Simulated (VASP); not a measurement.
# Pt (R-3m) in VASP: a series of runs, part 2 of 2

VASP 6.6.1. The steps go on from the part before.

## (3) Single point, PBEsol (13.37 Å³/atom)

File INCAR:

```
ALGO = Fast ; EDIFF = 1E-6
ENCUT = 520 ; GGA = PS
ISIF = 2 ; ISMEAR = 0
LASPH = T ; LCHARG = T
LELF = T ; LREAL = F
LVHAR = T ; LWAVE = F
NBANDS = 11 ; NELM = 100
PREC = Accurate ; SIGMA = 0.15
```

File KPOINTS:

```
k-points
0
Gamma
  22 22 22
```

File POSCAR:

```
Pt
1.0
   -0.6844471944      1.6111999442      1.6111999442
    1.6111999442     -0.6844471944      1.6111999442
    1.6111999442      1.6111999442     -0.6844471944
Pt
1
Direct
    0.0000000000      0.0000000000      0.0000000000
```

Potentials or basis: VASP PAW PBE potentials, release 64 (Pt).

On the command line:

```
$ cat potpaw_PBE.64/Pt/POTCAR > POTCAR
$ mpirun -np 1 vasp_std > vasp.out
```

OUTCAR:

```text
EDIFF = 1E-6
   ENCUT = 520
   GGA = PS
   ISIF = 2
   ISMEAR = 0
   LASPH = T
   LREAL = F
   NELM = 100
   PREC = Accurate

 ion  position               nearest neighbor table
   1  0.000  0.000  0.000-

  LATTYP: Found a trigonal (rhomboedric) cell.
 ALAT       =     2.3791591965
 COS(alpha) =     0.0689708858

  Lattice vectors:

 A1 = (  -0.6844471944,   1.6111999442,   1.6111999442)
 A2 = (   1.6111999442,  -0.6844471944,   1.6111999442)
 A3 = (   1.6111999442,   1.6111999442,  -0.6844471944)

Analysis of symmetry for initial positions (statically):
=====================================================================
 Subroutine PRICEL returns:
 Original cell was already a primitive cell.

 Routine SETGRP: Setting up the symmetry group for a
 trigonal (rhombohedral) supercell.

 Subroutine GETGRP returns: Found 12 space group operations
 (whereof 12 operations were pure point group operations)
 out of a pool of 12 trial point group operations.

The static configuration has the point symmetry D_3d.

Analysis of symmetry for dynamics (positions and initial velocities):
=====================================================================
 Subroutine PRICEL returns:
 Original cell was already a primitive cell.

 Routine SETGRP: Setting up the symmetry group for a
 trigonal (rhombohedral) supercell.

 Subroutine GETGRP returns: Found 12 space group operations
 (whereof 12 operations were pure point group operations)
 out of a pool of 12 trial point group operations.

The dynamic configuration has the point symmetry D_3d.

 Subroutine INISYM returns: Found 12 space group operations
 (whereof 12 operations are pure point group operations),
 and found     1 'primitive' translations

----------------------------------------------------------------------------------------

                                     Primitive cell

  volume of cell :      13.3750

  direct lattice vectors                    reciprocal lattice vectors
    -0.684447194  1.611199944  1.611199944    -0.159065219  0.276541798  0.276541798
     1.611199944 -0.684447194  1.611199944     0.276541798 -0.159065219  0.276541798
     1.611199944  1.611199944 -0.684447194     0.276541798  0.276541798 -0.159065219

  length of vectors
     2.379159197  2.379159197  2.379159197     0.422199568  0.422199568  0.422199568

  position of ions in fractional coordinates (direct lattice)
     0.000000000  0.000000000  0.000000000

  ion indices of the primitive-cell ions
   primitive index   ion index
                 1           1

----------------------------------------------------------------------------------------

 KPOINTS: k-points

Automatic generation of k-mesh.
 Grid dimensions read from file:
 generate k-points for:   22   22   22

 Generating k-lattice:

  Cartesian coordinates                     Fractional coordinates (reciprocal lattice)
    -0.007230237  0.012570082  0.012570082     0.045454545  0.000000000  0.000000000
     0.012570082 -0.007230237  0.012570082     0.000000000  0.045454545  0.000000000
     0.012570082  0.012570082 -0.007230237     0.000000000  0.000000000  0.045454545

  Length of vectors
     0.019190889  0.019190889  0.019190889

  Shift w.r.t. Gamma in fractional coordinates (k-lattice)
     0.000000000  0.000000000  0.000000000

 Subroutine IBZKPT returns following result:
 ===========================================

 Found   1024 irreducible k-points:

 Following reciprocal coordinates:
            Coordinates               Weight
  0.000000  0.000000  0.000000      1.000000
  0.045455  0.000000  0.000000      6.000000
  0.090909  0.000000  0.000000      6.000000
  0.136364  0.000000 -0.000000      6.000000
  0.181818  0.000000 -0.000000      6.000000
  0.227273 -0.000000 -0.000000      6.000000
[... 16 lines left out ...]
  0.500000  0.045455  0.000000     12.000000
 -0.454545  0.045455 -0.000000     12.000000
 [... further k-points ...]
   k-points           NKPTS =   1024   k-points in BZ     NKDIM =   1024   number of bands    NBANDS=     11
   number of dos      NEDOS =    301   number of ions     NIONS =      1
   total plane-waves  NPLWV =   5832
   dimension x,y,z NGX =    18 NGY =   18 NGZ =   18
   dimension x,y,z NGXF=    36 NGYF=   36 NGZF=   36
   ions per type =               1
   NGX,Y,Z   is equivalent  to a cutoff of  12.58, 12.58, 12.58 a.u.
   NGXF,Y,Z  is equivalent  to a cutoff of  25.16, 25.16, 25.16 a.u.
 SYSTEM =  unknown system
   PREC   = accura    normal or accurate (medium, high low for compatibility)
   ISTART =      0    job   : 0-new  1-cont  2-samecut
   ICHARG =      2    charge: 1-file 2-atom 10-const
   ISPIN  =      1    spin polarized calculation?
   LNONCOLLINEAR =      F non collinear calculations
   LSORBIT =      F    spin-orbit coupling
   LASPH  =      T    aspherical Exc in radial PAW
   ENCUT  =  520.0 eV  38.22 Ry    6.18 a.u.   4.42  4.42  4.42*2*pi/ulx,y,z
   NELM   =    100;   NELMIN=  2; NELMDL= -5     # of ELM steps
   EDIFF  = 0.1E-05   stopping-criterion for ELM
   LREAL  =      F    real-space projection
   EDIFFG = 0.1E-04   stopping-criterion for IOM
   NSW    =      0    number of steps for IOM
   IBRION =     -1    ionic relax: 0-MD 1-quasi-New 2-CG
   NFREE  =      0    steps in history (QN), initial steepest desc. (CG)
   ISIF   =      2    stress and relaxation
   ISYM   =      2    0-nonsym 1-usesym 2-fastsym
   POTIM  = 0.5000    time-step for ionic-motion
   TEBEG  =    0.0;   TEEND  =   0.0 temperature during run
   PSTRESS=    0.0 pullay stress
   NELECT =      10.0000    total number of electrons
   NUPDOWN=      -1.0000    fix difference up-down
   EMIN   =  10.00;   EMAX   =-10.00  energy-range for DOS
   EFERMI =   0.00;   METHOD = LEGACY
   ISMEAR =     0;   SIGMA  =   0.15  broadening in eV -4-tet -1-fermi 0-gaus
   EFERMI_NEDOS =   21; number of points for ismear=-14 and -15
   IALGO  =     68    algorithm
   IMIX   =      4    mixing-type and parameters
     AMIX     =   0.40;   BMIX     =  1.00
     AMIX_MAG =   1.60;   BMIX_MAG =  1.00
  volume/ion in A,a.u.               =      13.37        90.26
  Fermi-wavevector in a.u.,A,eV,Ry     =   1.485857  2.807862 30.038533  2.207770
  Thomas-Fermi vector in A             =   2.599216
   LORBIT       =      0    0 simple, 1 ext, 2 COOP (PROOUT), +10 PAW based schemes
   GGA     = PS    functional components
   LHFCALC =     F    Hartree Fock is set to
   AEXX    =    0.0000 exact exchange contribution
   IVDW    =     0    specifies the selected vdW correction
   LEPSILON=     F    determine dielectric tensor
   LRPA    =     F    only Hartree local field effects (RPA)
 non-spin polarized calculation
 RMM-DIIS sequential band-by-band and
 Gauss-broadening in eV      SIGMA  =   0.15
  energy-cutoff  :      520.00
  volume of cell :       13.37
 maximum number of plane-waves:       383
 NGX is ok and might be reduce to    18
   NGX =  9   NGY =  9   NGZ =  9

 number of electron      10.0000002 magnetization

 Free energy of the ion-electron system (eV)
  ---------------------------------------------------
  ext. energy  EPLUGINS =         0.00000000
  ---------------------------------------------------
  free energy    TOTEN  =        -5.42230209 eV

  energy without entropy =       -5.41242417  energy(sigma->0) =       -5.41736313

 E-fermi :  13.5965     XC(G=0): -14.2034

 val. band max:       13.5938102280   @ k =  -0.4091   0.1364   0.0455
 cond. band min:      13.5967373685   @ k =  -0.1364   0.2273   0.0455
 fundamental gap:      0.0029271405
 Fermi energy:        13.5965230262

 k-point     1 :       0.0000    0.0000    0.0000
  band No.  band energies     occupation
      1       2.0242      2.00000
      2       5.0335      2.00000
      3       5.0335      2.00000
      4      14.1017      0.00000
      5      14.1017      0.00000
      6      14.2506      0.00000
      7      29.3186      0.00000
      8      30.8310      0.00000
      9      30.8310      0.00000
     10      38.1084      0.00000
     11      40.9849      0.00000
[... 309 lines left out ...]
 k-point    24 :      -0.4545    0.0455   -0.0000
  band No.  band energies     occupation
      1       5.2587      2.00000
      2       5.9210      2.00000
      3      10.2730      2.00000
      4      10.9236      2.00000
      5      11.9872      2.00000
      6      14.3910      0.00000
      7      20.4296      0.00000
      8      29.9620      0.00000
      9      33.8966      0.00000
     10      36.6915      0.00000
     11      38.8289      0.00000

 [... further k-points ...]

------------------------ aborting loop because EDIFF is reached ----------------------------------------

  FORCE on cell =-STRESS in cart. coord.  units (eV):
  Direction    XX          YY          ZZ          XY          YZ          ZX
  --------------------------------------------------------------------------------------
  -------------------------------------------------------------------------------------
  Total        8.9629616      8.9629616      8.9629616      0.2215194      0.2215194      0.2215194
  in kB     1073.6638377   1073.6638377   1073.6638377     26.5355785     26.5355785     26.5355785
  external PRESSURE =    1073.6638377 kB  Pullay stress =       0.0000000 kB

 VOLUME and BASIS-vectors are now :
 -----------------------------------------------------------------------------
  energy-cutoff  :      520.00
  volume of cell :       13.37
      direct lattice vectors                 reciprocal lattice vectors
    -0.684447194  1.611199944  1.611199944    -0.159065219  0.276541798  0.276541798
     1.611199944 -0.684447194  1.611199944     0.276541798 -0.159065219  0.276541798
     1.611199944  1.611199944 -0.684447194     0.276541798  0.276541798 -0.159065219

 POSITION                                       TOTAL-FORCE (eV/Angst)
 -----------------------------------------------------------------------------------
      0.00000      0.00000      0.00000         0.000000     -0.000000      0.000000
 -----------------------------------------------------------------------------------
    total drift:                                0.000000     -0.000000     -0.000000

  FREE ENERGIE OF THE ION-ELECTRON SYSTEM (eV)
  ---------------------------------------------------
  free  energy   TOTEN  =        -5.4223020887 eV

  energy  without entropy=       -5.4124241695  energy(sigma->0) =       -5.41736313
```

OSZICAR:

```text
N       E                     dE             d eps       ncg     rms          rms(c)
DAV:   1     0.418885353324E+02    0.41889E+02   -0.55163E+03 22880   0.859E+02
DAV:   2    -0.516827155122E+01   -0.47057E+02   -0.45221E+02 25740   0.186E+02
DAV:   3    -0.577536782796E+01   -0.60710E+00   -0.60510E+00 26809   0.200E+01
DAV:   4    -0.577786484840E+01   -0.24970E-02   -0.24968E-02 26437   0.147E+00
DAV:   5    -0.577788425867E+01   -0.19410E-04   -0.19409E-04 27175   0.118E-01    0.211E+01
RMM:   6    -0.549339199015E+01    0.28449E+00   -0.17619E-01 22979   0.363E+00    0.117E+01
RMM:   7    -0.542726793988E+01    0.66124E-01   -0.66590E-02 24075   0.235E+00    0.240E+00
RMM:   8    -0.542229872224E+01    0.49692E-02   -0.11665E-02 25174   0.102E+00    0.342E-01
RMM:   9    -0.542228283508E+01    0.15887E-04   -0.85419E-04 27736   0.224E-01    0.877E-02
RMM:  10    -0.542229607219E+01   -0.13237E-04   -0.14742E-04 28049   0.876E-02    0.116E-01
RMM:  11    -0.542230432768E+01   -0.82555E-05   -0.37164E-05 26365   0.507E-02    0.400E-02
RMM:  12    -0.542230246379E+01    0.18639E-05   -0.51489E-06 25276   0.175E-02    0.258E-02
RMM:  13    -0.542230208866E+01    0.37513E-06   -0.96668E-07 19098   0.685E-03
   1 F= -.54223021E+01 E0= -.54173631E+01  d E =-.987792E-02
```

Run time: 2.8 min. Hardware: 1 thread of Intel Xeon 8259CL, shared host; peak memory 0.26 GiB.

What came out:

- Free energy: -5.4223 eV
- Pressure: 107.4 GPa
- Band gap on the k mesh: zero (bands 5 and 6 overlap by 5.61 eV)

Stress tensor (GPa, compression positive):
```
107.37   2.65   2.65
  2.65 107.37   2.65
  2.65   2.65 107.37
```

Caveat: the cell stands under pressure; the PAW data sets were made with another functional, which shifts forces and pressure a little; spin-orbit coupling is left out, which moves the levels of the heavy elements.
